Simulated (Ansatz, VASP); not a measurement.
**BaZrO3: VASP beside Ansatz**

```
Ba Zr O
1.0
     4.18066    0.00000    0.00000
     0.00000    4.18066    0.00000
     0.00000    0.00000    4.18066
Ba Zr O
1 1 3
Direct
  0.00000 0.00000 0.00000
  0.50000 0.50000 0.50000
  0.50000 0.50000 0.00000
  0.50000 0.00000 0.50000
  0.00000 0.50000 0.50000
```

Alike in both runs: functional PBEsol; k mesh 6 × 6 × 6; occupations gaussian, width 0.02 eV; no spin polarisation.

Ansatz relaxed the structure, and its values are those at the end. VASP's run is a single point on that final structure, the one shown.

|  | VASP | Ansatz |
| --- | --- | --- |
| version | VASP 6.6.1 | Ansatz 0.2.0 |
| potentials or method | VASP PAW PBE potentials, release 64 (Ba_sv, Zr_sv, O_h), cutoff 1340 eV | scalar-relativistic, plane waves, PAW |
| valence electrons in the cell | 40 | 40 |

|  | VASP | Ansatz | Ansatz less VASP |
| --- | --- | --- | --- |
| gap on the k mesh at the Fermi level (eV) | 3.13 | 3.17 | +0.047 |
| least direct gap on the mesh (eV) | 3.34 | 3.36 | +0.021 |
| pressure (GPa) | 1.0 | 0.0 | -1.05 |

VASP's potentials were made for PBE, not for PBEsol.

Neither program's run includes spin-orbit coupling.
